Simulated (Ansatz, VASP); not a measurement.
**One calculation of BaTiO3, two programs**

The input INCAR:

```
PREC = Accurate
ENCUT = 520
EDIFF = 1E-6
ISMEAR = 0
SIGMA = 0.05
LREAL = False
LASPH = True
NELM = 150
ALGO = Normal
ISIF = 2
LWAVE = False
LCHARG = False
LMAXMIX = 4
LDAU = True
LDAUTYPE = 2
LDAUL = -1 2 -1
LDAUU = 0 4 0
LDAUJ = 0 0 0
LDAUPRINT = 1
GGA = PE
NBANDS = 28
```

File KPOINTS:

```
Automatic mesh
0
Gamma
  6 6 6
```

File POSCAR:

```
BaTiO3
1.0
    4.0082194746      0.0000000000      0.0000000000
    0.0000000000      2.8732814721      2.8859183788
    0.0000000000     -2.8732814721      2.8859183788
Ba Ti O
1 1 3
Direct
    0.0000000000      0.0080771845      0.0080771845
    0.5000000000      0.5197092871      0.5197092871
    0.0049735070      0.4913475025      0.4913475025
    0.5000000000      0.4938075372      0.9829991522
    0.5000000000      0.9829991522      0.4938075372
```

Input for Ansatz:

```yaml
crystal:
  lattice:
    - [4.0082194746, 0.0, 0.0]
    - [0.0, 2.8732814721, 2.8859183788]
    - [0.0, -2.8732814721, 2.8859183788]
  atoms:
    - { symbol: Ba, position: [0.0, 0.0080771845, 0.0080771845] }
    - { symbol: Ti, position: [0.5, 0.5197092871, 0.5197092871] }
    - { symbol: O, position: [0.004973507, 0.4913475025, 0.4913475025] }
    - { symbol: O, position: [0.5, 0.4938075372, 0.9829991522] }
    - { symbol: O, position: [0.5, 0.9829991522, 0.4938075372] }
basis:
  ecutwfc: 420
kpoints:
  mp_grid: { grid: [6, 6, 6] }
hamiltonian:
  xc: pbe
  hubbard: { sites: [{ species: Ti, l: d, u_eff: 4.0 }] }
scf:
  occupations: { method: gaussian, width: 0.05 }
output:
  forces: true
  stress: true
  eigenvalues: true
```

Alike in both runs: task single point; functional PBE; k mesh 6 × 6 × 6; occupations gaussian, width 0.05 eV; no spin polarisation; Hubbard terms Ti d U = 4.0 eV.

```csv
,VASP,Ansatz
version,VASP 6.6.1,Ansatz 0.2.0
potentials or method,"VASP PAW PBE potentials, release 64 (Ba_sv, Ti_sv, O), cutoff 520 eV","scalar-relativistic, plane waves, PAW"
valence electrons in the cell,40,40
```

|  | VASP | Ansatz | Ansatz less VASP |
| --- | --- | --- | --- |
| gap on the k mesh at the Fermi level (eV) | 2.50 | 2.52 | +0.024 |
| least direct gap on the mesh (eV) | 2.92 | 2.93 | +0.012 |
| pressure (GPa) | 3.5 | 0.0 | -3.50 |
| traceless stress, the component that is largest in VASP (GPa) | 0.28 | -0.02 | -0.295 |
| rms of the force components (eV/Å) | 0.227 | 0.047 | -0.1793 |

The programs project onto different local orbitals, so the same U acts differently, and such runs can settle in different states. Atom by atom the forces differ by 0.221 eV/Å (rms over components).

Spin-orbit coupling is off throughout.
